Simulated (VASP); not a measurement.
# KCl (Pm-3m) in VASP: a series of runs, part 2 of 2

VASP 6.6.1. Earlier steps stand in the parts before.

## (3) Single point, PBE (22.57 Å³/atom)

This run uses another cell than the first one, of 22.57 Å³/atom.

INCAR

```
PREC = Accurate ; ENCUT = 500
EDIFF = 1E-6 ; ISMEAR = -1
SIGMA = 0.02 ; LREAL = F
LASPH = T ; NELM = 120
ALGO = Normal ; ISIF = 2
LWAVE = F ; LCHARG = F
GGA = PE ; NBANDS = 15
GGA_COMPAT = F
```

KPOINTS

```
regular mesh
0
Gamma
  7 7 7
```

POSCAR

```
KCl
1.0
    3.5604469802      0.0000000000      0.0000000000
    0.0000000000      3.5604469802      0.0000000000
    0.0000000000      0.0000000000      3.5604469802
K Cl
1 1
Direct
    0.0000000000      0.0000000000      0.0000000000
    0.5000000000      0.5000000000      0.5000000000
```

Potentials or basis: VASP PAW PBE potentials, release 64 (K_sv, Cl).

On the command line:

```bash
cat potpaw_PBE.64/K_sv/POTCAR potpaw_PBE.64/Cl/POTCAR > POTCAR
mpirun -np 1 vasp_std > vasp.out
```

OUTCAR:

```text
PREC = Accurate
   ENCUT = 500
   EDIFF = 1E-6
   ISMEAR = -1
   LREAL = F
   LASPH = T
   NELM = 120
   ISIF = 2
   GGA = PE

 ion  position               nearest neighbor table
   1  0.000  0.000  0.000-   2 3.08   2 3.08   2 3.08   2 3.08   2 3.08   2 3.08   2 3.08   2 3.08

   2  0.500  0.500  0.500-   1 3.08   1 3.08   1 3.08   1 3.08   1 3.08   1 3.08   1 3.08   1 3.08

  LATTYP: Found a simple cubic cell.
 ALAT       =     3.5604469802

  Lattice vectors:

 A1 = (   3.5604469802,   0.0000000000,   0.0000000000)
 A2 = (   0.0000000000,   3.5604469802,   0.0000000000)
 A3 = (   0.0000000000,   0.0000000000,   3.5604469802)

Analysis of symmetry for initial positions (statically):
=====================================================================
 Subroutine PRICEL returns:
 Original cell was already a primitive cell.

 Routine SETGRP: Setting up the symmetry group for a
 simple cubic supercell.

 Subroutine GETGRP returns: Found 48 space group operations
 (whereof 48 operations were pure point group operations)
 out of a pool of 48 trial point group operations.

The static configuration has the point symmetry O_h .

Analysis of symmetry for dynamics (positions and initial velocities):
=====================================================================
 Subroutine PRICEL returns:
 Original cell was already a primitive cell.

 Routine SETGRP: Setting up the symmetry group for a
 simple cubic supercell.

 Subroutine GETGRP returns: Found 48 space group operations
 (whereof 48 operations were pure point group operations)
 out of a pool of 48 trial point group operations.

The dynamic configuration has the point symmetry O_h .

 Subroutine INISYM returns: Found 48 space group operations
 (whereof 48 operations are pure point group operations),
 and found     1 'primitive' translations

[... 114 lines left out ...]
   GGA     = PE    functional components
   LHFCALC =     F    Hartree Fock is set to
   AEXX    =    0.0000 exact exchange contribution
   IVDW    =     0    specifies the selected vdW correction
   LEPSILON=     F    determine dielectric tensor
   LRPA    =     F    only Hartree local field effects (RPA)
 non-spin polarized calculation
  energy-cutoff  :      500.00
  volume of cell :       45.14
 maximum number of plane-waves:      1189
 NGX is ok and might be reduce to    28
   NGX = 13   NGY = 13   NGZ = 13

 number of electron      16.0000005 magnetization

 Free energy of the ion-electron system (eV)
  ---------------------------------------------------
  ext. energy  EPLUGINS =         0.00000000
  ---------------------------------------------------
  free energy    TOTEN  =        -6.44528280 eV

  energy without entropy =       -6.44528280  energy(sigma->0) =       -6.44528280

 E-fermi :   0.8657     XC(G=0):  -9.0966

 val. band max:        0.4227618809   @ k =   0.4286   0.4286   0.0000
 cond. band min:       6.3880208684   @ k =   0.0000   0.0000   0.0000
 fundamental gap:      5.9652589875
 Fermi energy:         0.8656731142

 k-point     1 :       0.0000    0.0000    0.0000
  band No.  band energies     occupation
      1     -27.2978      2.00000
      2     -12.6129      2.00000
      3     -10.6218      2.00000
      4     -10.6218      2.00000
      5     -10.6218      2.00000
      6       0.2190      2.00000
      7       0.2190      2.00000
      8       0.2190      2.00000
      9       6.3880      0.00000
     10       6.7125      0.00000
     11       6.7125      0.00000
     12      11.6601      0.00000
     13      11.6601      0.00000
     14      11.6601      0.00000
[... 329 lines left out ...]
      2     -11.9583      2.00000
      3     -10.9269      2.00000
      4     -10.9248      2.00000
      5     -10.9248      2.00000
      6      -1.3984      2.00000
      7      -1.3984      2.00000
      8      -1.3135      2.00000
      9       9.4350      0.00000
     10       9.8256      0.00000
     11       9.8256      0.00000
     12      11.4440      0.00000
     13      11.4440      0.00000
     14      11.4576      0.00000
     15      13.9639      0.00000

------------------------ aborting loop because EDIFF is reached ----------------------------------------

  FORCE on cell =-STRESS in cart. coord.  units (eV):
  Direction    XX          YY          ZZ          XY          YZ          ZX
  --------------------------------------------------------------------------------------
  -------------------------------------------------------------------------------------
  Total        2.0355592      2.0355592      2.0355592      0.0000000     -0.0000000     -0.0000000
  in kB       72.2571374     72.2571374     72.2571374      0.0000000     -0.0000000     -0.0000000
  external PRESSURE =      72.2571374 kB  Pullay stress =       0.0000000 kB

 VOLUME and BASIS-vectors are now :
 -----------------------------------------------------------------------------
  energy-cutoff  :      500.00
  volume of cell :       45.14
      direct lattice vectors                 reciprocal lattice vectors
     3.560446980  0.000000000  0.000000000     0.280863612  0.000000000  0.000000000
     0.000000000  3.560446980  0.000000000     0.000000000  0.280863612  0.000000000
     0.000000000  0.000000000  3.560446980     0.000000000  0.000000000  0.280863612

 POSITION                                       TOTAL-FORCE (eV/Angst)
 -----------------------------------------------------------------------------------
      0.00000      0.00000      0.00000         0.000000      0.000000      0.000000
      1.78022      1.78022      1.78022         0.000000      0.000000      0.000000
 -----------------------------------------------------------------------------------
    total drift:                                0.000000      0.000000      0.000000

  FREE ENERGIE OF THE ION-ELECTRON SYSTEM (eV)
  ---------------------------------------------------
  free  energy   TOTEN  =        -6.4452828018 eV

  energy  without entropy=       -6.4452828018  energy(sigma->0) =       -6.44528280
```

stdout:

```text
POSCAR found type information on POSCAR K Cl
 POSCAR found :  2 types and       2 ions
 scaLAPACK will be used
 LDA part: xc-table for (Slater+PW92), standard interpolation
 POSCAR, INCAR and KPOINTS ok, starting setup
 FFT: planning ... GRIDC
 FFT: planning ... GRID_SOFT
 FFT: planning ... GRID
 WAVECAR not read
 entering main loop
```

It took 14 s on 1 thread of Intel Xeon 8259CL, shared host; peak memory 0.13 GiB.

Results:

* Free energy: -6.4453 eV
* Pressure: 7.2 GPa
* Band gap on the k mesh: 5.97 eV (least direct gap 6.17 eV)

Levels at points of the mesh, in eV from the valence-band top:
| k point | band 6 | band 7 | band 8 | band 9 | band 10 | band 11 |
| --- | --- | --- | --- | --- | --- | --- |
| (0.00, 0.00, 0.00) | -0.20 | -0.20 | -0.20 | 5.97 | 6.29 | 6.29 |

Caveat: the cell stands under pressure; an odd mesh through Γ misses points on the zone boundary, where band edges can lie.

## (4) Single point, PBE (23.76 Å³/atom)

This run uses another cell than the first one, of 23.76 Å³/atom.

INCAR

```
PREC = Accurate
ENCUT = 500
EDIFF = 1E-6
ISMEAR = -1
SIGMA = 0.02
LREAL = False
LASPH = True
NELM = 120
ALGO = Normal
ISIF = 2
LWAVE = False
LCHARG = False
GGA = PE
NBANDS = 15
GGA_COMPAT = False
```

KPOINTS

```
Automatic mesh
0
Gamma
  7 7 7
```

POSCAR

```
KCl
1.0
    3.6218460631      0.0000000000      0.0000000000
    0.0000000000      3.6218460631      0.0000000000
    0.0000000000      0.0000000000      3.6218460631
K Cl
1 1
Direct
    0.0000000000      0.0000000000      0.0000000000
    0.5000000000      0.5000000000      0.5000000000
```

Potentials or basis: VASP PAW PBE potentials, release 64 (K_sv, Cl).

On the command line:

```bash
cat potpaw_PBE.64/K_sv/POTCAR potpaw_PBE.64/Cl/POTCAR > POTCAR
mpirun -np 1 vasp_std > vasp.out
```

OUTCAR:

```text
PREC = Accurate
   ENCUT = 500
   EDIFF = 1E-6
   ISMEAR = -1
   LREAL = False
   LASPH = True
   NELM = 120
   ISIF = 2
   GGA = PE

 ion  position               nearest neighbor table
   1  0.000  0.000  0.000-   2 3.14   2 3.14   2 3.14   2 3.14   2 3.14   2 3.14   2 3.14   2 3.14

   2  0.500  0.500  0.500-   1 3.14   1 3.14   1 3.14   1 3.14   1 3.14   1 3.14   1 3.14   1 3.14

  LATTYP: Found a simple cubic cell.
 ALAT       =     3.6218460631

[... 541 lines left out ...]

------------------------ aborting loop because EDIFF is reached ----------------------------------------

  FORCE on cell =-STRESS in cart. coord.  units (eV):
  Direction    XX          YY          ZZ          XY          YZ          ZX
  --------------------------------------------------------------------------------------
  -------------------------------------------------------------------------------------
  Total        1.4585192      1.4585192      1.4585192      0.0000000      0.0000000     -0.0000000
  in kB       49.1850113     49.1850113     49.1850113      0.0000000      0.0000000     -0.0000000
  external PRESSURE =      49.1850113 kB  Pullay stress =       0.0000000 kB

 VOLUME and BASIS-vectors are now :
 -----------------------------------------------------------------------------
  energy-cutoff  :      500.00
  volume of cell :       47.51
      direct lattice vectors                 reciprocal lattice vectors
     3.621846063  0.000000000  0.000000000     0.276102292  0.000000000  0.000000000
     0.000000000  3.621846063  0.000000000     0.000000000  0.276102292  0.000000000
     0.000000000  0.000000000  3.621846063     0.000000000  0.000000000  0.276102292

 POSITION                                       TOTAL-FORCE (eV/Angst)
 -----------------------------------------------------------------------------------
      0.00000      0.00000      0.00000         0.000000      0.000000      0.000000
      1.81092      1.81092      1.81092         0.000000      0.000000      0.000000
 -----------------------------------------------------------------------------------
    total drift:                                0.000000      0.000000      0.000000

  FREE ENERGIE OF THE ION-ELECTRON SYSTEM (eV)
  ---------------------------------------------------
  free  energy   TOTEN  =        -6.5355991377 eV

  energy  without entropy=       -6.5355991377  energy(sigma->0) =       -6.53559914
```

Run time: 14 s. Hardware: 1 thread of Intel Xeon 8259CL, shared host; peak memory 0.13 GiB.

Results:

```
Free energy            : -6.5356 eV
Pressure               : 4.9 GPa
Band gap on the k mesh : 5.67 eV (least direct gap 5.87 eV)
```

Levels at points of the mesh, in eV from the valence-band top:
```csv
k point,band 5,band 6,band 7,band 8,band 9,band 10,band 11,band 12
"(0.00, 0.00, 0.00)",-11.12,-0.20,-0.20,-0.20,5.67,6.38,6.38,11.12
```

Caveat: the cell stands under pressure; an odd mesh through Γ misses points on the zone boundary, where band edges can lie.

## (5) The runs side by side

| cell | gap on the mesh (eV) | pressure (GPa) |
| --- | --- | --- |
| a = 3.585 Å, 2 atoms | 5.84 | 6.2 |
| a = 3.560 Å, 2 atoms | 5.97 | 7.2 |
| a = 3.622 Å, 2 atoms | 5.67 | 4.9 |

Alike in all rows: task single point; level PBE; potentials or basis VASP PAW PBE potentials, release 64 (K_sv, Cl); no spin polarisation; k mesh 7 × 7 × 7; cutoff (eV) 500; smearing fermi-dirac 0.02 eV.

Caveats: the cell stands under pressure; an odd mesh through Γ misses points on the zone boundary, where band edges can lie.

Total energies depend on the potentials used, so only differences within one code and one set of settings carry meaning.
